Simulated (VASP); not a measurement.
Set up this calculation in VASP 6.6.1, as the native input.

| Item | Value |
| --- | --- |
| Task | single point |
| Functional | r2SCAN |
| Potentials or basis | VASP PAW PBE potentials, release 64 (Fe) |
| Cutoff | 520 eV |
| k mesh | 11 × 6 × 11 |
| Occupations | fermi-dirac, width 0.1 eV |
| Spin | collinear spin, antiferromagnetic start |
| Starting moments | [4.0, -4.0] μB |
| Dipole correction | no |
| Further INCAR settings | ALGO = Normal; EDIFF = 1e-06; NBANDS = 19; ISYM = 0 |

The system is Fe.

```
Fe
1.0
     0.00000    1.73750    1.73750
     3.47500    0.00000    3.47500
     1.73750    1.73750    0.00000
Fe
2
Direct
  0.00000 0.00000 0.00000
  0.00000 0.50000 0.00000
```

This isn't the form of Fe at room conditions, which is bcc.

One way to write it, as run:

POSCAR

```
Fe
1.0
    0.0000000000      1.7375000000      1.7375000000
    3.4750000000      0.0000000000      3.4750000000
    1.7375000000      1.7375000000      0.0000000000
Fe
2
Direct
    0.0000000000      0.0000000000      0.0000000000
    0.0000000000      0.5000000000      0.0000000000
```

INCAR.step1

```
SYSTEM = Fe
PREC = Accurate
ENCUT = 520
ISMEAR = -1
SIGMA = 0.1
LREAL = .False.
LASPH = .True.
NELM = 150
ISPIN = 2
MAGMOM = 4 -4
LMAXMIX = 4
NBANDS = 19
ISYM = 0
GGA = PE
ALGO = Normal
EDIFF = 1E-4
LWAVE = .True.
LCHARG = .False.
```

INCAR.step2

```
SYSTEM = Fe
PREC = Accurate
ENCUT = 520
EDIFF = 1E-6
ISMEAR = -1
SIGMA = 0.1
LREAL = .False.
LASPH = .True.
NELM = 150
ALGO = Normal
ISIF = 2
LWAVE = .False.
LCHARG = .False.
ISPIN = 2
MAGMOM = 4 -4
LORBIT = 11
LMAXMIX = 4
METAGGA = R2SCAN
LMIXTAU = .True.
NBANDS = 19
ISYM = 0
ISTART = 1
```

KPOINTS

```
Automatic mesh
0
Gamma
  11 6 11
  0 0 0
```

Potentials or basis: VASP PAW PBE potentials, release 64 (Fe).

The run is started by

```sh
$ cat potpaw_PBE.64/Fe/POTCAR > POTCAR
$ cp INCAR.step1 INCAR
$ mpirun -np 1 vasp_std > vasp.out
$ cp INCAR.step2 INCAR
$ mpirun -np 1 vasp_std > vasp.out
```

Results of the run:

The pressure is 17.3 GPa and the band gap on the k mesh is zero (filled and empty bands overlap). The net moment is 0.00 μB per cell. The site moments are Fe +2.25, -2.25 μB and the valence electrons inside the program's atomic spheres are Fe 7.46.

Caveat: the cell stands under pressure; the PAW data sets were made with another functional, which shifts forces and pressure a little.

Run time: 15 min on 1 thread of Intel(R) Xeon(R) 6975P-C (Granite Rapids) (shared host), peak memory 0.31 GiB.
